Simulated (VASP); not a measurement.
Write the native input for VASP 6.6.1 that does the following.

- Task: single point
- Functional: PBEsol
- Potentials or basis: VASP PAW PBE potentials, release 64 (Ag)
- Cutoff: 520 eV
- k mesh: 18 × 18 × 6
- Occupations: gaussian, width 0.15 eV
- Spin: no spin polarisation
- Dipole correction: no
- Further INCAR settings: ALGO = Fast; EDIFF = 1e-06; NBANDS = 30

The structure of Ag lies in POSCAR:

```
Ag
1.0
    2.9140174710      0.0000000000      0.0000000000
   -1.4570087355      2.5236131569      0.0000000000
    0.0000000000      0.0000000000      9.0579171177
Ag
4
Direct
    0.3333333333      0.6666666667      0.2500000000
    0.6666666667      0.3333333333      0.7500000000
    0.0000000000      0.0000000000      0.0000000000
    0.0000000000      0.0000000000      0.5000000000
```

This isn't the form of Ag at room conditions, which is fcc.

This cell differs from its parent crystal: strain +0.015 along x and y, -0.030 along z.

These files were run (other wordings do the same):

INCAR

```
SYSTEM = Ag
PREC     = Accurate       ! precision mode
ENCUT    = 520            ! plane-wave cutoff, eV
EDIFF    = 1E-6           ! SCF threshold, eV
ISMEAR   = 0              ! smearing method
SIGMA    = 0.15           ! smearing width, eV
LREAL    = .False.        ! projectors in reciprocal space
LASPH    = .True.         ! aspherical terms in the spheres
NELM     = 100            ! most SCF steps
ALGO     = Fast           ! electronic algorithm
ISIF     = 2              ! what is computed and relaxed
LWAVE    = .False.        ! write WAVECAR
LCHARG   = .False.        ! write CHGCAR
GGA      = PS             ! functional
NBANDS   = 30             ! bands
```

KPOINTS

```
Automatic mesh
0
Gamma
  18 18 6
  0 0 0
```

Potentials or basis: VASP PAW PBE potentials, release 64 (Ag).

The run is started by

```bash
$ cat potpaw_PBE.64/Ag/POTCAR > POTCAR
$ mpirun -np 1 vasp_std > vasp.out
```

It gave:

```json
{"Pressure": "0.3 GPa", "Band gap on the k mesh": "zero (bands 22 and 23 overlap by 6.24 eV)"}
```

Caveat: the cell differs from its parent crystal (strain +0.015 along x and y, -0.030 along z); the stress differs along the axes, from -1 to 4 GPa; the PAW data sets were made with another functional, which shifts forces and pressure a little.

Wall time 2.1 min on 1 thread of Intel(R) Xeon(R) 6975P-C (Granite Rapids), on a shared host, peak memory 0.34 GiB.
